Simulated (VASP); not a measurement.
Set up this calculation in VASP 6.6.1, as the native input.

- Task: single point
- Functional: PBE
- Potentials or basis: VASP PAW PBE potentials, release 64 (Si)
- Cutoff: 520 eV
- k mesh: 15 × 15 × 15
- Occupations: fermi-dirac, width 0.136057 eV
- Spin: no spin polarisation
- Dipole correction: no
- Further INCAR settings: ALGO = Normal; EDIFF = 1e-06; NBANDS = 8

The structure of Si lies in POSCAR:

```
Si
1.0
    0.0000000000      1.9320955877      1.9320955877
    1.9320955877      0.0000000000      1.9320955877
    1.9320955877      1.9320955877      0.0000000000
Si
1
Direct
    0.0000000000      0.0000000000      0.0000000000
```

One way to write it, as run:

INCAR

```
  PREC = Accurate
  ENCUT = 520
  EDIFF = 1E-6
  ISMEAR = -1
  SIGMA = 0.13605693000000002
  LREAL = False
  LASPH = True
  NELM = 100
  ALGO = Normal
  ISIF = 2
  LWAVE = False
  LCHARG = False
  GGA = PE
  NBANDS = 8
```

KPOINTS

```
Automatic mesh
0
Gamma
  15 15 15
```

Potentials or basis: VASP PAW PBE potentials, release 64 (Si).

Run with:

```sh
$ cat potpaw_PBE.64/Si/POTCAR > POTCAR
$ mpirun -np 1 vasp_std > vasp.out
```

Results of the run:

* Pressure: 0.3 GPa
* Band gap on the k mesh: zero (band 2 reaches 21.39 eV, above the bottom of band 3 at 7.26 eV)

Wall time 7.6 s on 1 thread of AMD EPYC 7R13 Processor (Zen 3) (shared host), peak memory 0.09 GiB.
